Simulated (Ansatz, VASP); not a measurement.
MgCdSe2: VASP beside Ansatz

File POSCAR:

```
MgCdSe2
1.0
    1.9556896132      1.1291179246      6.3859399185
   -1.9556896132      1.1291179246      6.3859399185
    0.0000000000     -2.2582358492      6.3859399185
Mg Cd Se
1 1 2
Direct
    1.0000000000      0.0000000000      0.0000000000
    0.5000000000      0.5000000000      0.5000000000
    0.2533357355      0.2533357355      0.2533357355
    0.7466642645      0.7466642645      0.7466642645
```

INCAR.step1

```
PREC = Accurate
ENCUT = 520
ISMEAR = 0
SIGMA = 0.01
LREAL = F
LASPH = T
NELM = 100
NBANDS = 21
GGA = PE
ALGO = Normal
EDIFF = 1E-4
LWAVE = T
LCHARG = F
```

The input INCAR.step2:

```
PREC = Accurate
ENCUT = 520
EDIFF = 1E-6
ISMEAR = 0
SIGMA = 0.01
LREAL = F
LASPH = T
NELM = 100
ALGO = Normal
ISIF = 2
LWAVE = F
LCHARG = F
METAGGA = R2SCAN
LMIXTAU = T
NBANDS = 21
ISTART = 1
```

KPOINTS

```
regular mesh
0
Gamma
  6 6 6
```

Input for Ansatz:

```yaml
crystal:
  lattice:
    - [1.9556896132, 1.1291179246, 6.3859399185]
    - [-1.9556896132, 1.1291179246, 6.3859399185]
    - [0.0, -2.2582358492, 6.3859399185]
  atoms:
    - { symbol: Mg, position: [1.0, 0.0, 0.0] }
    - { symbol: Cd, position: [0.5, 0.5, 0.5] }
    - { symbol: Se, position: [0.2533357355, 0.2533357355, 0.2533357355] }
    - { symbol: Se, position: [0.7466642645, 0.7466642645, 0.7466642645] }
kpoints:
  mp_grid: { grid: [6, 6, 6] }
hamiltonian:
  xc: r2scan
scf:
  occupations: { method: fixed }
  n_extra_bands: 5
output:
  forces: true
  stress: true
  eigenvalues: true
```

Alike in both runs: task single point; functional r2SCAN; k mesh 6 × 6 × 6; no spin polarisation.

|  | VASP | Ansatz |
| --- | --- | --- |
| version | VASP 6.6.1 | Ansatz 0.2.0 |
| potentials or method | VASP PAW PBE potentials, release 64 (Mg, Cd, Se) | plane waves, PAW |
| plane-wave cutoff (eV) | 520 | 500 |
| occupations | gaussian, width 0.01 eV | fixed |
| valence electrons in the cell | 26 | 62 |

Ansatz gave:

```
gap on the k mesh at the Fermi level (eV) : 1.19
pressure (GPa)                            : 2.2
rms of the force components (eV/Å)        : 0.015
```

Question: Estimate VASP's values.

Answer: gap on the k mesh at the Fermi level (eV): 1.16; pressure (GPa): 2.3; rms of the force components (eV/Å): 0.039.

VASP's potentials were made for PBE, not for r2SCAN. Atom by atom the forces differ by 0.024 eV/Å (rms over components). VASP's potentials hold 26 valence electrons a cell and Ansatz's 62, so a difference there can come from the potentials and not from the codes.
